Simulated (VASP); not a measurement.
# Sn (Fddd) in VASP: single point with PBEsol

Aim: the single point of Sn with PBEsol.

All numbers are computed with VASP 6.6.1; they aren't measurements. Logs are shortened: lines on timing, memory, paths and dates and some standing lists are left out, and cuts for length are marked.

## (1) The cell of the first run

The structure is orthorhombic, space group Fddd (No. 70). The conventional cell has a = 6.264 Å, b = 6.491 Å, c = 6.718 Å, α = 90.00°, β = 90.00°, γ = 90.00°. Sn (site symmetry 222) has 4 Sn at 2.81 Å within 3.7 Å.

## (2) Single point, PBEsol (strain +0.0350 x Voigt [1, -1, 0, 0, 0, 0])

INCAR

```
SYSTEM = Sn
  ALGO = Fast
  EDIFF = 1E-6
  ENCUT = 520
  GGA = PS
  ISIF = 2
  ISMEAR = 0
  LASPH = .True.
  LCHARG = .False.
  LREAL = .False.
  LWAVE = .False.
  NBANDS = 21
  NELM = 100
  PREC = Accurate
  SIGMA = 0.15
```

KPOINTS

```
k-points
0
Gamma
  12 12 12
  0 0 0
```

POSCAR

```
Sn
1.0
    0.0000000000      3.1320040000      3.2456000000
    3.3591960000      0.0000000000      3.2456000000
    3.3591960000      3.1320040000      0.0000000000
Sn
2
Direct
    0.5000000000      0.5000000000      0.5000000000
    0.7500000000      0.7500000000      0.7500000000
```

Potentials or basis: VASP PAW PBE potentials, release 64 (Sn_d).

Command:

```bash
cat potpaw_PBE.64/Sn_d/POTCAR > POTCAR
mpirun -np 1 vasp_std > vasp.out
```

OUTCAR:

```text
SYSTEM = Sn
   EDIFF = 1E-6
   ENCUT = 520
   GGA = PS
   ISIF = 2
   ISMEAR = 0
   LASPH = .True.
   LREAL = .False.
   NELM = 100
   PREC = Accurate

 ion  position               nearest neighbor table
   1  0.500  0.500  0.500-   2 2.81   2 2.81   2 2.81   2 2.81
   2  0.750  0.750  0.750-   1 2.81   1 2.81   1 2.81   1 2.81

  LATTYP: Found a face centered orthorhombic cell.
 ALAT       =     6.2640080000
 B/A-ratio  =     1.0362694301
 C/A-ratio  =     1.0725388601

  Lattice vectors:

 A1 = (  -3.3591960000,   0.0000000000,  -3.2456000000)
 A2 = (  -3.3591960000,   3.1320040000,   0.0000000000)
 A3 = (   0.0000000000,   3.1320040000,  -3.2456000000)

Analysis of symmetry for initial positions (statically):
=====================================================================
 Subroutine PRICEL returns:
 Original cell was already a primitive cell.

 Routine SETGRP: Setting up the symmetry group for a
 face centered orthorhombic supercell.

 Subroutine GETGRP returns: Found  8 space group operations
 (whereof  4 operations were pure point group operations)
 out of a pool of  8 trial point group operations.

The static configuration has the point symmetry D_2 .
 The point group associated with its full space group is D_2h.

Analysis of symmetry for dynamics (positions and initial velocities):
=====================================================================
 Subroutine PRICEL returns:
 Original cell was already a primitive cell.

 Routine SETGRP: Setting up the symmetry group for a
 face centered orthorhombic supercell.

 Subroutine GETGRP returns: Found  8 space group operations
 (whereof  4 operations were pure point group operations)
 out of a pool of  8 trial point group operations.

The dynamic configuration has the point symmetry D_2 .
 The point group associated with its full space group is D_2h.

 Subroutine INISYM returns: Found  8 space group operations
 (whereof  4 operations are pure point group operations),
 and found     1 'primitive' translations

----------------------------------------------------------------------------------------

                                     Primitive cell

  volume of cell :      68.2940

  direct lattice vectors                    reciprocal lattice vectors
     0.000000000  3.132004000  3.245600000    -0.148845140  0.159642197  0.154054720
     3.359196000  0.000000000  3.245600000     0.148845140 -0.159642197  0.154054720
     3.359196000  3.132004000  0.000000000     0.148845140  0.159642197 -0.154054720

  length of vectors
     4.510362338  4.670986740  4.592782035     0.267157938  0.267157938  0.267157938

  position of ions in fractional coordinates (direct lattice)
     0.500000000  0.500000000  0.500000000
     0.750000000  0.750000000  0.750000000

  ion indices of the primitive-cell ions
   primitive index   ion index
                 1           1
                 2           2

----------------------------------------------------------------------------------------

 KPOINTS: k-points

Automatic generation of k-mesh.
 Grid dimensions read from file:
 generate k-points for:   12   12   12

 Generating k-lattice:

  Cartesian coordinates                     Fractional coordinates (reciprocal lattice)
    -0.012403762  0.013303516  0.012837893     0.083333333  0.000000000  0.000000000
     0.012403762 -0.013303516  0.012837893     0.000000000  0.083333333 -0.000000000
     0.012403762  0.013303516 -0.012837893     0.000000000 -0.000000000  0.083333333

  Length of vectors
     0.022263161  0.022263161  0.022263161

  Shift w.r.t. Gamma in fractional coordinates (k-lattice)
     0.000000000  0.000000000  0.000000000

 Subroutine IBZKPT returns following result:
 ===========================================

 Found    280 irreducible k-points:

 Following reciprocal coordinates:
            Coordinates               Weight
  0.000000  0.000000  0.000000      1.000000
  0.083333 -0.000000 -0.000000      8.000000
  0.166667  0.000000 -0.000000      8.000000
  0.250000 -0.000000  0.000000      8.000000
  0.333333 -0.000000  0.000000      8.000000
  0.416667  0.000000 -0.000000      8.000000
[... 16 lines left out ...]
  0.500000  0.166667 -0.000000      8.000000
 -0.416667  0.166667  0.000000      8.000000
 [... further k-points ...]
   k-points           NKPTS =    280   k-points in BZ     NKDIM =    280   number of bands    NBANDS=     21
   number of dos      NEDOS =    301   number of ions     NIONS =      2
   total plane-waves  NPLWV =  46656
   dimension x,y,z NGX =    36 NGY =   36 NGZ =   36
   dimension x,y,z NGXF=    72 NGYF=   72 NGZF=   72
   ions per type =               2
   NGX,Y,Z   is equivalent  to a cutoff of  13.27, 12.81, 13.03 a.u.
   NGXF,Y,Z  is equivalent  to a cutoff of  26.54, 25.63, 26.06 a.u.
 SYSTEM =  Sn
   PREC   = accura    normal or accurate (medium, high low for compatibility)
   ISTART =      0    job   : 0-new  1-cont  2-samecut
   ICHARG =      2    charge: 1-file 2-atom 10-const
   ISPIN  =      1    spin polarized calculation?
   LNONCOLLINEAR =      F non collinear calculations
   LSORBIT =      F    spin-orbit coupling
   LASPH  =      T    aspherical Exc in radial PAW
   ENCUT  =  520.0 eV  38.22 Ry    6.18 a.u.   8.39  8.68  8.54*2*pi/ulx,y,z
   NELM   =    100;   NELMIN=  2; NELMDL= -5     # of ELM steps
   EDIFF  = 0.1E-05   stopping-criterion for ELM
   LREAL  =      F    real-space projection
[... 7 lines left out ...]
   TEBEG  =    0.0;   TEEND  =   0.0 temperature during run
   PSTRESS=    0.0 pullay stress
   NELECT =      28.0000    total number of electrons
   NUPDOWN=      -1.0000    fix difference up-down
   EMIN   =  10.00;   EMAX   =-10.00  energy-range for DOS
   EFERMI =   0.00;   METHOD = LEGACY
   ISMEAR =     0;   SIGMA  =   0.15  broadening in eV -4-tet -1-fermi 0-gaus
   EFERMI_NEDOS =   21; number of points for ismear=-14 and -15
   IALGO  =     68    algorithm
   IMIX   =      4    mixing-type and parameters
     AMIX     =   0.40;   BMIX     =  1.00
     AMIX_MAG =   1.60;   BMIX_MAG =  1.00
  volume/ion in A,a.u.               =      34.15       230.44
  Fermi-wavevector in a.u.,A,eV,Ry     =   1.216186  2.298258 20.124488  1.479108
  Thomas-Fermi vector in A             =   2.351548
   LORBIT       =      0    0 simple, 1 ext, 2 COOP (PROOUT), +10 PAW based schemes
   GGA     = PS    functional components
   LHFCALC =     F    Hartree Fock is set to
   AEXX    =    0.0000 exact exchange contribution
   IVDW    =     0    specifies the selected vdW correction
   LEPSILON=     F    determine dielectric tensor
   LRPA    =     F    only Hartree local field effects (RPA)
 non-spin polarized calculation
 RMM-DIIS sequential band-by-band and
 Gauss-broadening in eV      SIGMA  =   0.15
  energy-cutoff  :      520.00
  volume of cell :       68.29
 maximum number of plane-waves:      1874
 NGX is ok and might be reduce to    36
   NGX = 17   NGY = 17   NGZ = 17

 number of electron      28.0000001 magnetization

 Free energy of the ion-electron system (eV)
  ---------------------------------------------------
  ext. energy  EPLUGINS =         0.00000000
  ---------------------------------------------------
  free energy    TOTEN  =        -8.44562039 eV

  energy without entropy =       -8.44382313  energy(sigma->0) =       -8.44472176

 E-fermi :   5.5060     XC(G=0):  -9.0724

 val. band max:        5.4338071287   @ k =   0.4167   0.0000  -0.0000
 cond. band min:       5.5657768018   @ k =   0.0833  -0.0000  -0.0000
 fundamental gap:      0.1319696730
 Fermi energy:         5.5060080665

 k-point     1 :       0.0000    0.0000    0.0000
  band No.  band energies     occupation
      1     -16.1191      2.00000
      2     -16.1036      2.00000
      3     -16.0911      2.00000
      4     -16.0489      2.00000
      5     -16.0395      2.00000
      6     -15.7555      2.00000
[... 13 lines left out ...]
     20      12.9338      0.00000
     21      13.1873      0.00000

 k-point     2 :       0.0833   -0.0000   -0.0000
  band No.  band energies     occupation
      1     -16.1217      2.00000
      2     -16.1067      2.00000
      3     -16.0956      2.00000
      4     -16.0401      2.00000
      5     -16.0322      2.00000
      6     -15.7621      2.00000
[... 13 lines left out ...]
     20      12.4051      0.00000
     21      13.0253      0.00000

 k-point     3 :       0.1667    0.0000   -0.0000
  band No.  band energies     occupation
      1     -16.1303      2.00000
      2     -16.1134      2.00000
      3     -16.0977      2.00000
      4     -16.0228      2.00000
      5     -16.0167      2.00000
      6     -15.7763      2.00000
[... 13 lines left out ...]
     20      12.1256      0.00000
     21      12.5805      0.00000

 k-point     4 :       0.2500   -0.0000    0.0000
  band No.  band energies     occupation
      1     -16.1401      2.00000
      2     -16.1205      2.00000
      3     -16.0934      2.00000
      4     -16.0058      2.00000
      5     -16.0009      2.00000
      6     -15.7906      2.00000
[... 13 lines left out ...]
     20      12.2884      0.00000
     21      12.5331      0.00000

 k-point     5 :       0.3333   -0.0000    0.0000
  band No.  band energies     occupation
      1     -16.1476      2.00000
      2     -16.1251      2.00000
      3     -16.0875      2.00000
      4     -15.9932      2.00000
      5     -15.9889      2.00000
      6     -15.8012      2.00000
[... 13 lines left out ...]
     20      12.8104      0.00000
     21      12.9021      0.00000

 k-point     6 :       0.4167    0.0000   -0.0000
  band No.  band energies     occupation
      1     -16.1520      2.00000
      2     -16.1272      2.00000
      3     -16.0828      2.00000
      4     -15.9863      2.00000
      5     -15.9820      2.00000
      6     -15.8071      2.00000
[... 13 lines left out ...]
     20      13.5363      0.00000
     21      13.8328      0.00000

 k-point     7 :       0.5000   -0.0000    0.0000
  band No.  band energies     occupation
      1     -16.1534      2.00000
      2     -16.1278      2.00000
      3     -16.0810      2.00000
      4     -15.9842      2.00000
      5     -15.9799      2.00000
      6     -15.8089      2.00000
[... 13 lines left out ...]
     20      14.1962      0.00000
     21      14.4181      0.00000
[... 291 lines left out ...]
      1     -16.1413      2.00000
      2     -16.1188      2.00000
      3     -16.1033      2.00000
      4     -16.0097      2.00000
      5     -15.9710      2.00000
      6     -15.8388      2.00000
[... 13 lines left out ...]
     20      12.6861      0.00000
     21      13.4844      0.00000

 k-point    21 :       0.3333    0.1667    0.0000
  band No.  band energies     occupation
      1     -16.1531      2.00000
      2     -16.1283      2.00000
      3     -16.0879      2.00000
      4     -15.9930      2.00000
      5     -15.9551      2.00000
      6     -15.8542      2.00000
[... 13 lines left out ...]
     20      13.0944      0.00000
     21      13.8563      0.00000

 k-point    22 :       0.4167    0.1667   -0.0000
  band No.  band energies     occupation
      1     -16.1624      2.00000
      2     -16.1361      2.00000
      3     -16.0703      2.00000
      4     -15.9773      2.00000
      5     -15.9480      2.00000
      6     -15.8590      2.00000
[... 13 lines left out ...]
     20      13.6896      0.00000
     21      14.4887      0.00000

 k-point    23 :       0.5000    0.1667   -0.0000
  band No.  band energies     occupation
      1     -16.1674      2.00000
      2     -16.1419      2.00000
      3     -16.0557      2.00000
      4     -15.9657      2.00000
      5     -15.9504      2.00000
      6     -15.8534      2.00000
[... 13 lines left out ...]
     20      13.8695      0.00000
     21      14.6555      0.00000

 k-point    24 :      -0.4167    0.1667    0.0000
  band No.  band energies     occupation
      1     -16.1671      2.00000
      2     -16.1457      2.00000
      3     -16.0486      2.00000
      4     -15.9686      2.00000
      5     -15.9509      2.00000
      6     -15.8454      2.00000
[... 13 lines left out ...]
     20      13.3781      0.00000
     21      13.6218      0.00000

 [... further k-points ...]

------------------------ aborting loop because EDIFF is reached ----------------------------------------

  FORCE on cell =-STRESS in cart. coord.  units (eV):
  Direction    XX          YY          ZZ          XY          YZ          ZX
  --------------------------------------------------------------------------------------
  -------------------------------------------------------------------------------------
  Total       -0.0879985      0.8043726      0.4310843      0.0000000      0.0000000      0.0000000
  in kB       -2.0644451     18.8705788     10.1132363      0.0000000      0.0000000      0.0000000
  external PRESSURE =       8.9731233 kB  Pullay stress =       0.0000000 kB

 VOLUME and BASIS-vectors are now :
 -----------------------------------------------------------------------------
  energy-cutoff  :      520.00
  volume of cell :       68.29
      direct lattice vectors                 reciprocal lattice vectors
     0.000000000  3.132004000  3.245600000    -0.148845140  0.159642197  0.154054720
     3.359196000  0.000000000  3.245600000     0.148845140 -0.159642197  0.154054720
     3.359196000  3.132004000  0.000000000     0.148845140  0.159642197 -0.154054720

 POSITION                                       TOTAL-FORCE (eV/Angst)
 -----------------------------------------------------------------------------------
      3.35920      3.13200      3.24560         0.000000      0.000000      0.000000
      5.03879      4.69801      4.86840        -0.000000     -0.000000     -0.000000
 -----------------------------------------------------------------------------------
    total drift:                                0.000000      0.000000      0.000000

  FREE ENERGIE OF THE ION-ELECTRON SYSTEM (eV)
  ---------------------------------------------------
  free  energy   TOTEN  =        -8.4456203882 eV

  energy  without entropy=       -8.4438231296  energy(sigma->0) =       -8.44472176
```

Wall time 2.3 min (1 thread of Intel Xeon 6975P-C (Granite Rapids), shared host); peak memory 0.44 GiB.

Results:

```
Free energy            : -8.4456 eV
Pressure               : 0.9 GPa
Band gap on the k mesh : zero (bands 14 and 15 overlap by 0.21 eV)
```

Levels at points of the mesh, in eV from the Fermi level:
| k point | band 10 | band 11 | band 12 | band 13 | band 14 | band 15 | band 16 | band 17 | band 18 | band 19 |
| --- | --- | --- | --- | --- | --- | --- | --- | --- | --- | --- |
| (0.00, 0.00, 0.00) | -21.22 | -10.64 | -0.73 | -0.17 | 0.09 | 0.30 | 2.01 | 2.16 | 2.29 | 4.85 |
| (0.50, 0.00, 0.00) | -21.17 | -9.01 | -6.33 | -1.34 | -0.91 | -0.12 | 3.09 | 3.37 | 5.54 | 8.18 |
| (0.50, 0.50, 0.00) | -21.16 | -7.54 | -7.54 | -2.47 | -2.47 | 0.75 | 0.75 | 7.49 | 7.49 | 8.93 |
| (0.50, 0.00, 0.50) | -21.18 | -7.42 | -7.42 | -2.67 | -2.67 | 0.53 | 0.53 | 7.67 | 7.67 | 9.19 |
| (0.00, 0.50, 0.50) | -21.15 | -7.67 | -7.67 | -2.28 | -2.28 | 0.97 | 0.97 | 7.59 | 7.59 | 9.02 |

Caveat: the cell differs from its parent crystal (strain +0.0350 x Voigt [1, -1, 0, 0, 0, 0]); the PAW data sets were made with another functional, which shifts forces and pressure a little; spin-orbit coupling is left out, which moves the levels of the heavy elements.

The gap in the log of VASP goes by the Fermi energy; the results here count the filled bands.